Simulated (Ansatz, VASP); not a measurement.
## Sc2SiF2 in VASP and in Ansatz

```
Sc Si F
1.0
     3.73145    0.00155   -0.00015
    -1.86443    3.23681    0.00017
    -0.00017    0.00028   13.00827
Sc Si F
4 2 4
Direct
  0.66682 0.33427 0.87641
  0.33318 0.66573 0.12358
  0.33318 0.66571 0.37643
  0.66682 0.33429 0.62358
  0.99994 0.99957 0.25000
  0.00006 0.00045 0.75000
  0.66663 0.33300 0.05394
  0.33337 0.66700 0.94606
  0.33336 0.66703 0.55394
  0.66665 0.33296 0.44606
```

Change from the starting cell: cell x1, atoms moved at random (sigma 0.1 Å) and cell strained at random (1.5 %), then relaxed without symmetry.

Alike in both runs: functional PBE; k mesh 6 × 6 × 2; occupations gaussian, width 0.2 eV; no spin polarisation.

Ansatz relaxed the structure, and its values are those at the end. VASP's run is a single point on that final structure, the one shown.

|  | VASP | Ansatz |
| --- | --- | --- |
| version | VASP 6.6.1 | Ansatz 0.2.0 |
| potentials or method | VASP PAW PBE potentials, release 64 (Sc_sv, Si, F), cutoff 520 eV | scalar-relativistic, plane waves, PAW |
| valence electrons in the cell | 80 | 80 |

Ansatz gave:

| Quantity | Value |
| --- | --- |
| gap on the k mesh at the Fermi level (eV) | none |
| pressure (GPa) | 0.0 |
| rms of the force components (eV/Å) | 0.001 |

Question: Estimate VASP's values.

Answer: gap on the k mesh at the Fermi level (eV): none; pressure (GPa): 0.1; rms of the force components (eV/Å): 0.008.

A gap of «none» marks a metal or a gap that the smearing closes. With one functional, cell and mesh, what is left measures potentials, basis and numerics.
